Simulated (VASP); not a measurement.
# Sb in VASP: further runs

Sb is run at these levels: PBEsol; tasks: electric field gradients.

Everything below comes from runs of VASP 6.6.1. Logs are shortened: lines on timing, memory, paths and dates and some standing lists are left out, and cuts for length are marked.

**1. The cell of the first run**

The typed cell holds 2 atoms: a = 4.596 Å, b = 4.453 Å, c = 4.431 Å, α = 57.10°, β = 57.70°, γ = 56.75°.

**2. Electric field gradients, PBEsol (equal xy, yz and zx shear strains of +3 %)**

Contents of INCAR:

```
PREC     = Accurate       # precision mode
ENCUT    = 400            # plane-wave cutoff, eV
EDIFF    = 1E-8           # SCF threshold, eV
ISMEAR   = -1             # smearing method
SIGMA    = 0.05           # smearing width, eV
LREAL    = F              # projectors in reciprocal space
LASPH    = T              # aspherical terms in the spheres
NELM     = 120            # most SCF steps
ALGO     = Normal         # electronic algorithm
ISIF     = 2              # what is computed and relaxed
LWAVE    = F              # write WAVECAR
LCHARG   = F              # write CHGCAR
GGA      = PS             # functional
LEFG     = T            
NBANDS   = 22             # bands
GGA_COMPAT= F
```

Contents of KPOINTS:

```
regular mesh
0
Gamma
  9 9 9
```

Contents of POSCAR:

```
Sb
1.0
    2.2253850772      1.3300686856      3.7948837502
   -2.0758155868      1.2655506756      3.7303657402
    0.0189105096     -2.4271393611      3.7067505096
Sb
2
Direct
    0.2336400000      0.2336400000      0.2336400000
    0.7663600000      0.7663600000      0.7663600000
```

Potentials or basis: VASP PAW PBE potentials, release 64 (Sb_d_GW).

Started as:

```sh
cat potpaw_PBE.64/Sb_d_GW/POTCAR > POTCAR
mpirun -np 1 vasp_std > vasp.out
```

OUTCAR:

```text
PREC = Accurate
   ENCUT = 400
   EDIFF = 1E-8
   ISMEAR = -1
   LREAL = F
   LASPH = T
   NELM = 120
   ISIF = 2
   GGA = PS

 ion  position               nearest neighbor table
   1  0.234  0.234  0.234-   2 2.88   2 2.89   2 2.94   2 3.30   2 3.34   2 3.39
   2  0.766  0.766  0.766-   1 2.88   1 2.89   1 2.94   1 3.30   1 3.34   1 3.39

  LATTYP: Found a triclinic cell.
 ALAT       =     4.2455146691
 B/A-ratio  =     1.0133443553
 C/A-ratio  =     1.0436259626
 COS(alpha) =     0.0085981569
 COS(beta)  =     0.4739184296
 COS(gamma) =     0.4801591939

  Lattice vectors:

 A1 = (   2.0947260964,  -3.6926900367,  -0.0236152306)
 A2 = (   4.3012006640,   0.0645180100,   0.0645180100)
 A3 = (   0.0189105096,  -2.4271393611,   3.7067505096)

Analysis of symmetry for initial positions (statically):
=====================================================================
 Subroutine PRICEL returns:
 Original cell was already a primitive cell.

 Routine SETGRP: Setting up the symmetry group for a
 triclinic supercell.

 Subroutine GETGRP returns: Found  2 space group operations
 (whereof  2 operations were pure point group operations)
 out of a pool of  2 trial point group operations.

The static configuration has the point symmetry S_2 .

Analysis of symmetry for dynamics (positions and initial velocities):
=====================================================================
 Subroutine PRICEL returns:
 Original cell was already a primitive cell.

 Routine SETGRP: Setting up the symmetry group for a
 triclinic supercell.

 Subroutine GETGRP returns: Found  2 space group operations
 (whereof  2 operations were pure point group operations)
 out of a pool of  2 trial point group operations.

The dynamic configuration has the point symmetry S_2 .

 Subroutine INISYM returns: Found  2 space group operations
 (whereof  2 operations are pure point group operations),
 and found     1 'primitive' translations

----------------------------------------------------------------------------------------

                                     Primitive cell

  volume of cell :      59.9454

  direct lattice vectors                    reciprocal lattice vectors
     2.225385077  1.330068686  3.794883750     0.229295451  0.129535859  0.083648869
    -2.075815587  1.265550676  3.730365740    -0.235897236  0.136410628  0.090523638
     0.018910510 -2.427139361  3.706750510     0.002652832 -0.269895441  0.093039978

  length of vectors
     4.595929082  4.452668573  4.430729333     0.276320604  0.287140896  0.285494350

  position of ions in fractional coordinates (direct lattice)
     0.233640000  0.233640000  0.233640000
     0.766360000  0.766360000  0.766360000

  ion indices of the primitive-cell ions
   primitive index   ion index
                 1           1
                 2           2

----------------------------------------------------------------------------------------

 KPOINTS: regular mesh

Automatic generation of k-mesh.
 Grid dimensions read from file:
 generate k-points for:    9    9    9

 Generating k-lattice:

  Cartesian coordinates                     Fractional coordinates (reciprocal lattice)
     0.025477272  0.014392873  0.009294319     0.111111111  0.000000000  0.000000000
    -0.026210804  0.015156736  0.010058182    -0.000000000  0.111111111  0.000000000
     0.000294759 -0.029988382  0.010337775     0.000000000  0.000000000  0.111111111

  Length of vectors
     0.030702289  0.031904544  0.031721594

  Shift w.r.t. Gamma in fractional coordinates (k-lattice)
     0.000000000  0.000000000  0.000000000

 Subroutine IBZKPT returns following result:
 ===========================================

 Found    365 irreducible k-points:

 Following reciprocal coordinates:
            Coordinates               Weight
  0.000000  0.000000  0.000000      1.000000
  0.111111  0.000000  0.000000      2.000000
  0.222222  0.000000  0.000000      2.000000
  0.333333  0.000000  0.000000      2.000000
  0.444444  0.000000  0.000000      2.000000
  0.000000  0.111111  0.000000      2.000000
[... 16 lines left out ...]
 -0.111111  0.222222  0.000000      2.000000
  0.000000  0.333333  0.000000      2.000000
 [... further k-points ...]
   k-points           NKPTS =    365   k-points in BZ     NKDIM =    365   number of bands    NBANDS=     22
   number of dos      NEDOS =    301   number of ions     NIONS =      2
   total plane-waves  NPLWV =  27000
   dimension x,y,z NGX =    30 NGY =   30 NGZ =   30
   dimension x,y,z NGXF=    60 NGYF=   60 NGZF=   60
   ions per type =               2
   NGX,Y,Z   is equivalent  to a cutoff of  10.85, 11.20, 11.26 a.u.
   NGXF,Y,Z  is equivalent  to a cutoff of  21.70, 22.40, 22.51 a.u.
 SYSTEM =  unknown system
   PREC   = accura    normal or accurate (medium, high low for compatibility)
   ISTART =      0    job   : 0-new  1-cont  2-samecut
   ICHARG =      2    charge: 1-file 2-atom 10-const
   ISPIN  =      1    spin polarized calculation?
   LNONCOLLINEAR =      F non collinear calculations
   LSORBIT =      F    spin-orbit coupling
   LASPH  =      T    aspherical Exc in radial PAW
   ENCUT  =  400.0 eV  29.40 Ry    5.42 a.u.   7.49  7.26  7.23*2*pi/ulx,y,z
   NELM   =    120;   NELMIN=  2; NELMDL= -5     # of ELM steps
   EDIFF  = 0.1E-07   stopping-criterion for ELM
   LREAL  =      F    real-space projection
   EDIFFG = 0.1E-06   stopping-criterion for IOM
   NSW    =      0    number of steps for IOM
   IBRION =     -1    ionic relax: 0-MD 1-quasi-New 2-CG
   NFREE  =      0    steps in history (QN), initial steepest desc. (CG)
   ISIF   =      2    stress and relaxation
   ISYM   =      2    0-nonsym 1-usesym 2-fastsym
   POTIM  = 0.5000    time-step for ionic-motion
   TEBEG  =    0.0;   TEEND  =   0.0 temperature during run
   PSTRESS=    0.0 pullay stress
   NELECT =      30.0000    total number of electrons
   NUPDOWN=      -1.0000    fix difference up-down
   EMIN   =  10.00;   EMAX   =-10.00  energy-range for DOS
   EFERMI =   0.00;   METHOD = LEGACY
   ISMEAR =    -1;   SIGMA  =   0.05  broadening in eV -4-tet -1-fermi 0-gaus
   EFERMI_NEDOS =   21; number of points for ismear=-14 and -15
   IALGO  =     38    algorithm
   IMIX   =      4    mixing-type and parameters
     AMIX     =   0.40;   BMIX     =  1.00
     AMIX_MAG =   1.60;   BMIX_MAG =  1.00
  volume/ion in A,a.u.               =      29.97       202.27
  Fermi-wavevector in a.u.,A,eV,Ry     =   1.299761  2.456192 22.985381  1.689378
  Thomas-Fermi vector in A             =   2.431004
   LORBIT       =      0    0 simple, 1 ext, 2 COOP (PROOUT), +10 PAW based schemes
   GGA     = PS    functional components
   LHFCALC =     F    Hartree Fock is set to
   AEXX    =    0.0000 exact exchange contribution
   IVDW    =     0    specifies the selected vdW correction
   LEPSILON=     F    determine dielectric tensor
   LRPA    =     F    only Hartree local field effects (RPA)
 non-spin polarized calculation
  energy-cutoff  :      400.00
  volume of cell :       59.95
 maximum number of plane-waves:      1105
 NGX is ok and might be reduce to    30
   NGX = 15   NGY = 15   NGZ = 15

 number of electron      29.9999989 magnetization

 Free energy of the ion-electron system (eV)
  ---------------------------------------------------
  ext. energy  EPLUGINS =         0.00000000
  ---------------------------------------------------
  free energy    TOTEN  =        -9.14689106 eV

  energy without entropy =       -9.14482094  energy(sigma->0) =       -9.14585600

 E-fermi :   5.2266     XC(G=0): -10.0976

 val. band max:        5.2247155867   @ k =   0.0000  -0.3333   0.1111
 cond. band min:       5.2761837241   @ k =   0.1111  -0.3333   0.2222
 fundamental gap:      0.0514681375
 Fermi energy:         5.2266102674

 k-point     1 :       0.0000    0.0000    0.0000
  band No.  band energies     occupation
      1     -24.0880      2.00000
      2     -24.0720      2.00000
      3     -23.9915      2.00000
      4     -23.9850      2.00000
      5     -23.9638      2.00000
      6     -23.8755      2.00000
[... 14 lines left out ...]
     21      10.6472      0.00000
     22      11.7747      0.00000
[... 552 lines left out ...]
  band No.  band energies     occupation
      1     -24.0410      2.00000
      2     -24.0209      2.00000
      3     -23.9699      2.00000
      4     -23.9561      2.00000
      5     -23.9380      2.00000
      6     -23.9003      2.00000
[... 14 lines left out ...]
     21      12.4506      0.00000
     22      16.1275      0.00000

 [... further k-points ...]

------------------------ aborting loop because EDIFF is reached ----------------------------------------

  FORCE on cell =-STRESS in cart. coord.  units (eV):
  Direction    XX          YY          ZZ          XY          YZ          ZX
  --------------------------------------------------------------------------------------
  -------------------------------------------------------------------------------------
  Total        0.4314108     -0.1974010     -0.0466133     -0.0815101     -0.6414007     -0.3272305
  in kB       11.5304440     -5.2759936     -1.2458467     -2.1785439    -17.1429059     -8.7459867
  external PRESSURE =       1.6695346 kB  Pullay stress =       0.0000000 kB

 VOLUME and BASIS-vectors are now :
 -----------------------------------------------------------------------------
  energy-cutoff  :      400.00
  volume of cell :       59.95
      direct lattice vectors                 reciprocal lattice vectors
     2.225385077  1.330068686  3.794883750     0.229295451  0.129535859  0.083648869
    -2.075815587  1.265550676  3.730365740    -0.235897236  0.136410628  0.090523638
     0.018910510 -2.427139361  3.706750510     0.002652832 -0.269895441  0.093039978

 POSITION                                       TOTAL-FORCE (eV/Angst)
 -----------------------------------------------------------------------------------
      0.03936      0.03936      2.62424        -0.073798     -0.137337      0.153980
      0.12912      0.12912      8.60776         0.073798      0.137337     -0.153980
 -----------------------------------------------------------------------------------
    total drift:                               -0.000000      0.000000      0.000000

  FREE ENERGIE OF THE ION-ELECTRON SYSTEM (eV)
  ---------------------------------------------------
  free  energy   TOTEN  =        -9.1468910561 eV

  energy  without entropy=       -9.1448209363  energy(sigma->0) =       -9.14585600

 Electric field gradients (V/A^2)
---------------------------------------------------------------------
 ion       V_xx      V_yy      V_zz      V_xy      V_xz      V_yz
---------------------------------------------------------------------
   1      14.999    28.172   -43.171     7.250    13.371    19.991
   2      14.999    28.172   -43.171     7.250    13.371    19.991
---------------------------------------------------------------------

 Electric field gradients after diagonalization (V/A^2)
 (convention: |V_zz| > |V_xx| > |V_yy|)
----------------------------------------------------------------------
 ion       V_xx      V_yy      V_zz     asymmetry (V_yy - V_xx)/ V_zz
----------------------------------------------------------------------
   1      38.323    11.994   -50.317       0.523
   2      38.323    11.994   -50.317       0.523
----------------------------------------------------------------------

           NMR quadrupolar parameters

 Cq : quadrupolar parameter    Cq=e*Q*V_zz/h
 eta: asymmetry parameters     (V_yy - V_xx)/ V_zz
 Q  : nuclear electric quadrupole moment in mb (millibarn)
----------------------------------------------------------------------
 ion       Cq(MHz)       eta       Q (mb)
----------------------------------------------------------------------
   1      -0.122       0.523       1.000
   2      -0.122       0.523       1.000
----------------------------------------------------------------------
```

Wall time 4.7 min (1 thread of Intel Xeon Platinum 8488C (Sapphire Rapids), shared host); peak memory 0.42 GiB.

What came out:

* Free energy: -9.1469 eV
* Pressure: 0.2 GPa
* Largest force: 0.219 eV/Å
* Band gap on the k mesh: zero (bands 15 and 16 overlap by 0.22 eV)
* Largest electric field gradient by atom: Sb -50.3 V/Å²

Forces on the atoms (eV/Å):
```
Sb  -0.074 -0.137  0.154
Sb   0.074  0.137 -0.154
```

Electric field gradients, principal values (V/Å²):
```tsv
atom	least	middle	greatest (by size)
1 Sb	11.994	38.323	-50.317
2 Sb	11.994	38.323	-50.317
```

Caveat: the cell differs from its parent crystal (equal xy, yz and zx shear strains of +3 %); without QUAD_EFG the Cq values of the log hold for a quadrupole moment of 1 mb, not for the nuclei; the PAW data sets were made with another functional, which shifts forces and pressure a little; spin-orbit coupling is left out, which moves the levels of the heavy elements.

(Continued in part 2 of 2.)
